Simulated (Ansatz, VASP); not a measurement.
# Two plane-wave programs on KBaI3

Contents of INCAR:

```
ALGO = Normal
EDIFF = 1E-6
ENCUT = 500
GGA = PE
GGA_COMPAT = False
ISIF = 2
ISMEAR = -1
LASPH = True
LCHARG = False
LREAL = False
LWAVE = False
NBANDS = 28
NELM = 120
PREC = Accurate
SIGMA = 0.02
```

Contents of KPOINTS:

```
k-points
0
Gamma
  4 4 4
```

The input POSCAR:

```
KBaI3
1.0
    6.7191904481      0.0000000000      0.0000000000
    0.0000000000      6.7191904481      0.0000000000
    0.0000000000      0.0000000000      6.6855944959
K Ba I
1 1 3
Direct
    0.0000000000      0.0000000000      0.0000000000
    0.5000000000      0.5000000000      0.5000000000
    0.5000000000      0.5000000000      0.0000000000
    0.5000000000      0.0000000000      0.5000000000
    0.0000000000      0.5000000000      0.5000000000
```

Input for Ansatz:

```yaml
crystal:
  lattice:
    - [6.7191904481, 0.0, 0.0]
    - [0.0, 6.7191904481, 0.0]
    - [0.0, 0.0, 6.6855944959]
  atoms:
    - { symbol: K, position: [0.0, 0.0, 0.0] }
    - { symbol: Ba, position: [0.5, 0.5, 0.5] }
    - { symbol: I, position: [0.5, 0.5, 0.0] }
    - { symbol: I, position: [0.5, 0.0, 0.5] }
    - { symbol: I, position: [0.0, 0.5, 0.5] }
kpoints:
  mp_grid: { grid: [4, 4, 4] }
  band_path:
    path: [[0.0, 0.0, 0.0], [0.0, 0.5, 0.0], [0.5, 0.5, 0.0], [0.5, 0.5, 0.5]]
    npoints: 1
hamiltonian:
  xc: pbe
scf:
  occupations: { method: fermi_dirac, width: 0.02 }
  n_extra_bands: 5
output:
  forces: true
  stress: true
  eigenvalues: true
```

Change from the starting cell: uniaxial_z strain -0.5%.

Alike in both runs: task single point; functional PBE; k mesh 4 × 4 × 4; occupations fermi-dirac, width 0.02 eV; no spin polarisation.

```csv
,VASP,Ansatz
version,VASP 6.6.1,Ansatz 0.2.0
potentials or method,"VASP PAW PBE potentials, release 64 (K_sv, Ba_sv, I)","plane waves, PAW"
plane-wave cutoff (eV),500,420
valence electrons in the cell,40,70
```

```csv
,VASP,Ansatz,Ansatz less VASP
gap on the k mesh at the Fermi level (eV),3.09,3.10,+0.003
pressure (GPa),0.3,0.2,-0.15
"traceless stress, the component that is largest in VASP (GPa)",0.10,0.09,-0.006
```

VASP's potentials hold 40 valence electrons a cell and Ansatz's 70, so a difference there can come from the potentials and not from the codes.

Spin-orbit coupling is off throughout.
